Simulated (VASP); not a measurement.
# Ta (Im-3m) in VASP: notebook

Ta is run at these levels: PBE, revPBE; tasks: single point.

Everything below comes from runs of VASP 6.6.1. Logs are shortened: lines on timing, memory, paths and dates and some standing lists are left out, and cuts for length are marked.

**1. The cell of the first run**

The structure is cubic, space group Im-3m (No. 229). The conventional cell has a = 3.306 Å, b = 3.306 Å, c = 3.306 Å, α = 90.00°, β = 90.00°, γ = 90.00°. Ta (site symmetry m-3m) has 14 Ta at 2.86 to 3.31 Å within 3.8 Å.

**2. Single point, PBE**

File INCAR:

```
ALGO = Normal
EDIFF = 1E-6
ENCUT = 520
GGA = PE
ISIF = 2
ISMEAR = -1
LASPH = T
LCHARG = F
LREAL = F
LWAVE = F
NBANDS = 12
NELM = 80
PREC = Accurate
SIGMA = 0.05
```

File KPOINTS:

```
k-points
0
Gamma
  11 11 11
```

File POSCAR:

```
Ta
1.0
   -1.6528935429      1.6528935429      1.6528935429
    1.6528935429     -1.6528935429      1.6528935429
    1.6528935429      1.6528935429     -1.6528935429
Ta
1
Direct
    0.0000000000      0.0000000000      0.0000000000
```

Potentials or basis: VASP PAW PBE potentials, release 64 (Ta_pv).

Started as:

```console
$ cat potpaw_PBE.64/Ta_pv/POTCAR > POTCAR
$ mpirun -np 1 vasp_std > vasp.out
```

OUTCAR:

```text
EDIFF = 1E-6
   ENCUT = 520
   GGA = PE
   ISIF = 2
   ISMEAR = -1
   LASPH = T
   LREAL = F
   NELM = 80
   PREC = Accurate

 ion  position               nearest neighbor table
   1  0.000  0.000  0.000-

  LATTYP: Found a body centered cubic cell.
 ALAT       =     3.3057870858

  Lattice vectors:

 A1 = (  -1.6528935429,   1.6528935429,   1.6528935429)
 A2 = (   1.6528935429,  -1.6528935429,   1.6528935429)
 A3 = (   1.6528935429,   1.6528935429,  -1.6528935429)

Analysis of symmetry for initial positions (statically):
=====================================================================
 Subroutine PRICEL returns:
 Original cell was already a primitive cell.

 Routine SETGRP: Setting up the symmetry group for a
 body centered cubic supercell.

 Subroutine GETGRP returns: Found 48 space group operations
 (whereof 48 operations were pure point group operations)
 out of a pool of 48 trial point group operations.

The static configuration has the point symmetry O_h .

Analysis of symmetry for dynamics (positions and initial velocities):
=====================================================================
 Subroutine PRICEL returns:
 Original cell was already a primitive cell.

 Routine SETGRP: Setting up the symmetry group for a
 body centered cubic supercell.

 Subroutine GETGRP returns: Found 48 space group operations
 (whereof 48 operations were pure point group operations)
 out of a pool of 48 trial point group operations.

The dynamic configuration has the point symmetry O_h .

 Subroutine INISYM returns: Found 48 space group operations
 (whereof 48 operations are pure point group operations),
 and found     1 'primitive' translations

----------------------------------------------------------------------------------------

                                     Primitive cell

  volume of cell :      18.0632

  direct lattice vectors                    reciprocal lattice vectors
    -1.652893543  1.652893543  1.652893543     0.000000000  0.302499820  0.302499820
     1.652893543 -1.652893543  1.652893543     0.302499820  0.000000000  0.302499820
     1.652893543  1.652893543 -1.652893543     0.302499820  0.302499820  0.000000000

  length of vectors
     2.862895596  2.862895596  2.862895596     0.427799349  0.427799349  0.427799349

  position of ions in fractional coordinates (direct lattice)
     0.000000000  0.000000000  0.000000000

  ion indices of the primitive-cell ions
   primitive index   ion index
                 1           1

[... 72 lines left out ...]
   LREAL  =      F    real-space projection
   EDIFFG = 0.1E-04   stopping-criterion for IOM
   NSW    =      0    number of steps for IOM
   IBRION =     -1    ionic relax: 0-MD 1-quasi-New 2-CG
   NFREE  =      0    steps in history (QN), initial steepest desc. (CG)
   ISIF   =      2    stress and relaxation
   ISYM   =      2    0-nonsym 1-usesym 2-fastsym
   POTIM  = 0.5000    time-step for ionic-motion
   TEBEG  =    0.0;   TEEND  =   0.0 temperature during run
   PSTRESS=    0.0 pullay stress
   NELECT =      11.0000    total number of electrons
   NUPDOWN=      -1.0000    fix difference up-down
   EMIN   =  10.00;   EMAX   =-10.00  energy-range for DOS
   EFERMI =   0.00;   METHOD = LEGACY
   ISMEAR =    -1;   SIGMA  =   0.05  broadening in eV -4-tet -1-fermi 0-gaus
   EFERMI_NEDOS =   21; number of points for ismear=-14 and -15
   IALGO  =     38    algorithm
   IMIX   =      4    mixing-type and parameters
     AMIX     =   0.40;   BMIX     =  1.00
     AMIX_MAG =   1.60;   BMIX_MAG =  1.00
  volume/ion in A,a.u.               =      18.06       121.90
  Fermi-wavevector in a.u.,A,eV,Ry     =   1.387632  2.622243 26.198310  1.925521
  Thomas-Fermi vector in A             =   2.511834
   LORBIT       =      0    0 simple, 1 ext, 2 COOP (PROOUT), +10 PAW based schemes
   GGA     = PE    functional components
   LHFCALC =     F    Hartree Fock is set to
   AEXX    =    0.0000 exact exchange contribution
   IVDW    =     0    specifies the selected vdW correction
   LEPSILON=     F    determine dielectric tensor
   LRPA    =     F    only Hartree local field effects (RPA)
 non-spin polarized calculation
  energy-cutoff  :      520.00
  volume of cell :       18.06
 maximum number of plane-waves:       494
 NGX is ok and might be reduce to    24
   NGX = 11   NGY = 11   NGZ = 11

 number of electron      11.0000002 magnetization

 Free energy of the ion-electron system (eV)
  ---------------------------------------------------
  ext. energy  EPLUGINS =         0.00000000
  ---------------------------------------------------
  free energy    TOTEN  =       -11.81933360 eV

  energy without entropy =      -11.81083255  energy(sigma->0) =      -11.81508307

 E-fermi :   5.4585     XC(G=0): -12.6027

 val. band max:        5.4023407204   @ k =   0.1818   0.0000   0.0000
 cond. band min:       5.4827762924   @ k =   0.3636   0.1818   0.0909
 fundamental gap:      0.0804355719
 Fermi energy:         5.4585305263

 k-point     1 :       0.0000    0.0000    0.0000
  band No.  band energies     occupation
      1     -27.6160      2.00000
      2     -27.6160      2.00000
      3     -27.6160      2.00000
      4      -2.4423      2.00000
      5       6.2001      0.00000
      6       6.2001      0.00000
      7       6.2001      0.00000
      8       9.4627      0.00000
      9       9.4627      0.00000
     10      20.1550      0.00000
     11      20.4601      0.00000
     12      20.4601      0.00000
[... 331 lines left out ...]
 k-point    24 :       0.3636    0.1818    0.0909
  band No.  band energies     occupation
      1     -28.5747      2.00000
      2     -28.1450      2.00000
      3     -27.8066      2.00000
      4       2.6424      2.00000
      5       3.8871      2.00000
      6       5.4828      0.76218
      7       9.8855      0.00000
      8      10.4566      0.00000
      9      14.5366      0.00000
     10      15.5530      0.00000
     11      18.8383      0.00000
     12      20.1598      0.00000

 [... further k-points ...]
[... 5 lines left out ...]
  --------------------------------------------------------------------------------------
  -------------------------------------------------------------------------------------
  Total        0.2364439      0.2364439      0.2364439     -0.0000000     -0.0000000      0.0000000
  in kB       20.9721991     20.9721991     20.9721991     -0.0000000     -0.0000000      0.0000000
  external PRESSURE =      20.9721991 kB  Pullay stress =       0.0000000 kB

 VOLUME and BASIS-vectors are now :
 -----------------------------------------------------------------------------
  energy-cutoff  :      520.00
  volume of cell :       18.06
      direct lattice vectors                 reciprocal lattice vectors
    -1.652893543  1.652893543  1.652893543     0.000000000  0.302499820  0.302499820
     1.652893543 -1.652893543  1.652893543     0.302499820  0.000000000  0.302499820
     1.652893543  1.652893543 -1.652893543     0.302499820  0.302499820  0.000000000

 POSITION                                       TOTAL-FORCE (eV/Angst)
 -----------------------------------------------------------------------------------
      0.00000      0.00000      0.00000         0.000000     -0.000000     -0.000000
 -----------------------------------------------------------------------------------
    total drift:                               -0.000000      0.000000      0.000000

  FREE ENERGIE OF THE ION-ELECTRON SYSTEM (eV)
  ---------------------------------------------------
  free  energy   TOTEN  =       -11.8193335979 eV

  energy  without entropy=      -11.8108325518  energy(sigma->0) =      -11.81508307
```

stdout:

```text
POSCAR found type information on POSCAR Ta
 POSCAR found :  1 types and       1 ions
 scaLAPACK will be used
 LDA part: xc-table for (Slater+PW92), standard interpolation
 POSCAR, INCAR and KPOINTS ok, starting setup
 FFT: planning ... GRIDC
 FFT: planning ... GRID_SOFT
 FFT: planning ... GRID
 WAVECAR not read
 entering main loop
```

Wall time 7.4 s (1 thread of Intel Xeon Platinum 8375C at 2.90GHz (Ice Lake), shared host); peak memory 0.14 GiB.

Results:

```
Free energy : -11.8193 eV
Pressure    : 2.1 GPa
```

Levels at points of the mesh, in eV from the Fermi level:
```
           k point  band 1  band 2  band 3  band 4  band 5  band 6  band 7  band 8  band 9  band 10
(0.00, 0.00, 0.00)  -33.07  -33.07  -33.07   -7.90    0.74    0.74    0.74    4.00    4.00    14.70
```

Caveat: spin-orbit coupling is left out, which moves the levels of the heavy elements.

**3. Single point, PBE**

This run uses another cell than the first one, of 17.81 Å³/atom, 0.986 times its volume.

File INCAR:

```
ALGO = Normal
EDIFF = 1E-7
ENCUT = 520
GGA = PE
ISIF = 2
ISMEAR = -1
LASPH = T
LCHARG = F
LREAL = F
LWAVE = F
NBANDS = 12
NELM = 100
PREC = Accurate
SIGMA = 0.05
```

KPOINTS is that of step 2.

File POSCAR:

```
Ta
1.0
   -1.6450009506      1.6450009506      1.6450009506
    1.6450009506     -1.6450009506      1.6450009506
    1.6450009506      1.6450009506     -1.6450009506
Ta
1
Direct
    0.0000000000      0.0000000000      0.0000000000
```

Potentials or basis: VASP PAW PBE potentials, release 64 (Ta_pv).

Started as:

```console
$ cat potpaw_PBE.64/Ta_pv/POTCAR > POTCAR
$ mpirun -np 1 vasp_std > vasp.out
```

OUTCAR:

```text
EDIFF = 1E-7
   ENCUT = 520
   GGA = PE
   ISIF = 2
   ISMEAR = -1
   LASPH = T
   LREAL = F
   NELM = 100
   PREC = Accurate

 ion  position               nearest neighbor table
   1  0.000  0.000  0.000-

  LATTYP: Found a body centered cubic cell.
 ALAT       =     3.2900019012

  Lattice vectors:

 A1 = (  -1.6450009506,   1.6450009506,   1.6450009506)
 A2 = (   1.6450009506,  -1.6450009506,   1.6450009506)
 A3 = (   1.6450009506,   1.6450009506,  -1.6450009506)

Analysis of symmetry for initial positions (statically):
=====================================================================
 Subroutine PRICEL returns:
 Original cell was already a primitive cell.

 Routine SETGRP: Setting up the symmetry group for a
 body centered cubic supercell.

 Subroutine GETGRP returns: Found 48 space group operations
 (whereof 48 operations were pure point group operations)
 out of a pool of 48 trial point group operations.

The static configuration has the point symmetry O_h .

Analysis of symmetry for dynamics (positions and initial velocities):
=====================================================================
 Subroutine PRICEL returns:
 Original cell was already a primitive cell.

 Routine SETGRP: Setting up the symmetry group for a
 body centered cubic supercell.

 Subroutine GETGRP returns: Found 48 space group operations
 (whereof 48 operations were pure point group operations)
 out of a pool of 48 trial point group operations.

The dynamic configuration has the point symmetry O_h .

 Subroutine INISYM returns: Found 48 space group operations
 (whereof 48 operations are pure point group operations),
 and found     1 'primitive' translations

----------------------------------------------------------------------------------------

                                     Primitive cell

  volume of cell :      17.8057

[... 106 lines left out ...]
     AMIX_MAG =   1.60;   BMIX_MAG =  1.00
  volume/ion in A,a.u.               =      17.81       120.16
  Fermi-wavevector in a.u.,A,eV,Ry     =   1.394289  2.634825 26.450308  1.944043
  Thomas-Fermi vector in A             =   2.517853
   LORBIT       =      0    0 simple, 1 ext, 2 COOP (PROOUT), +10 PAW based schemes
   GGA     = PE    functional components
   LHFCALC =     F    Hartree Fock is set to
   AEXX    =    0.0000 exact exchange contribution
   IVDW    =     0    specifies the selected vdW correction
   LEPSILON=     F    determine dielectric tensor
   LRPA    =     F    only Hartree local field effects (RPA)
 non-spin polarized calculation
  energy-cutoff  :      520.00
  volume of cell :       17.81
 maximum number of plane-waves:       488
 NGX is ok and might be reduce to    24
   NGX = 11   NGY = 11   NGZ = 11

 number of electron      11.0000002 magnetization

 Free energy of the ion-electron system (eV)
  ---------------------------------------------------
  ext. energy  EPLUGINS =         0.00000000
  ---------------------------------------------------
  free energy    TOTEN  =       -11.81346392 eV

  energy without entropy =      -11.80576832  energy(sigma->0) =      -11.80961612

 E-fermi :   5.5782     XC(G=0): -12.6763

 val. band max:        5.5027235256   @ k =   0.1818   0.0000   0.0000
 cond. band min:       5.6264999501   @ k =   0.3636   0.1818   0.0909
 fundamental gap:      0.1237764245
 Fermi energy:         5.5782100413

 k-point     1 :       0.0000    0.0000    0.0000
  band No.  band energies     occupation
      1     -27.4422      2.00000
      2     -27.4422      2.00000
      3     -27.4422      2.00000
      4      -2.3806      2.00000
      5       6.3167      0.00000
      6       6.3167      0.00000
      7       6.3167      0.00000
      8       9.6305      0.00000
      9       9.6305      0.00000
     10      20.3206      0.00000
     11      20.6448      0.00000
     12      20.6448      0.00000
[... 331 lines left out ...]
 k-point    24 :       0.3636    0.1818    0.0909
  band No.  band energies     occupation
      1     -28.4476      2.00000
      2     -27.9970      2.00000
      3     -27.6427      2.00000
      4       2.7211      2.00000
      5       3.9725      2.00000
      6       5.6265      0.55144
      7      10.0712      0.00000
      8      10.6539      0.00000
      9      14.8319      0.00000
     10      15.8385      0.00000
     11      19.0984      0.00000
     12      20.3261      0.00000

 [... further k-points ...]
[... 5 lines left out ...]
  --------------------------------------------------------------------------------------
  -------------------------------------------------------------------------------------
  Total        0.5696026      0.5696026      0.5696026      0.0000000     -0.0000000      0.0000000
  in kB       51.2535708     51.2535708     51.2535708      0.0000000     -0.0000000      0.0000000
  external PRESSURE =      51.2535708 kB  Pullay stress =       0.0000000 kB

 VOLUME and BASIS-vectors are now :
 -----------------------------------------------------------------------------
  energy-cutoff  :      520.00
  volume of cell :       17.81
      direct lattice vectors                 reciprocal lattice vectors
    -1.645000951  1.645000951  1.645000951     0.000000000  0.303951192  0.303951192
     1.645000951 -1.645000951  1.645000951     0.303951192  0.000000000  0.303951192
     1.645000951  1.645000951 -1.645000951     0.303951192  0.303951192  0.000000000

 POSITION                                       TOTAL-FORCE (eV/Angst)
 -----------------------------------------------------------------------------------
      0.00000      0.00000      0.00000         0.000000     -0.000000     -0.000000
 -----------------------------------------------------------------------------------
    total drift:                               -0.000000      0.000000      0.000000

  FREE ENERGIE OF THE ION-ELECTRON SYSTEM (eV)
  ---------------------------------------------------
  free  energy   TOTEN  =       -11.8134639248 eV

  energy  without entropy=      -11.8057683220  energy(sigma->0) =      -11.80961612
```

Wall time 8.3 s (1 thread of Intel Xeon Platinum 8375C at 2.90GHz (Ice Lake), shared host); peak memory 0.14 GiB.

Results:

| Item | Value |
| --- | --- |
| Free energy | -11.8135 eV |
| Pressure | 5.1 GPa |

Caveat: spin-orbit coupling is left out, which moves the levels of the heavy elements.

[end of part 1 of 3]
